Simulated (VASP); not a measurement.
Here is a VASP 6.6.1 calculation.

The input INCAR:

```
PREC = Accurate ; ENCUT = 520
EDIFF = 1E-6 ; ISMEAR = 0
SIGMA = 0.05 ; LREAL = Auto
LASPH = T ; NELM = 60
ALGO = Normal ; ISIF = 2
LWAVE = F ; LCHARG = F
GGA = PS ; NBANDS = 52
```

File KPOINTS:

```
Automatic mesh
0
Gamma
  2 2 2
```

File POSCAR:

```
TiSi16
1.0
    0.0000000000      5.4300000000      5.4300000000
    5.4300000000      0.0000000000      5.4300000000
    5.4300000000      5.4300000000      0.0000000000
Si Ti
16 1
Direct
    0.0002807551     -0.0008623389     -0.0054973297
    0.1371862799      0.1360470534      0.0911045120
    0.0132557090      0.0121089319      0.4629054328
    0.1191074586      0.1179279006      0.6200518416
    0.0002809392      0.5064706262     -0.0055170350
    0.1114778085      0.6255888582      0.1377280847
   -0.0215952118      0.5027406998      0.5165462247
    0.1190847145      0.6432998158      0.6200364641
    0.5076057090     -0.0008493554     -0.0055346225
    0.6267311234      0.1103195212      0.1377200737
    0.5038796501     -0.0227674954      0.5165021179
    0.6444338858      0.1179397790      0.6200128913
    0.4938744936      0.4927139042      0.0210363720
    0.6267191529      0.6256011050      0.1376828729
    0.5038244936      0.5027633517      0.5164883978
    0.6145317680      0.6133463168      0.6590627072
    0.3662347145      0.3650768877      0.4039398711
```

Potentials or basis: VASP PAW PBE potentials, release 64 (Si, Ti_sv).

Run with:

```bash
$ cat potpaw_PBE.64/Si/POTCAR potpaw_PBE.64/Ti_sv/POTCAR > POTCAR
$ mpirun -np 1 vasp_std > vasp.out
```

(1) Estimate the band gap on the k mesh.

(2) Predict the largest force.

(3) What does it give for the pressure?

Results:

(1) zero (bands 38 and 39 overlap by 0.32 eV).

(2) 0.471 eV/Å.

(3) 1.8 GPa.

Caveat: the k points lie up to 0.50 Å⁻¹ apart; the PAW data sets were made with another functional, which shifts forces and pressure a little.
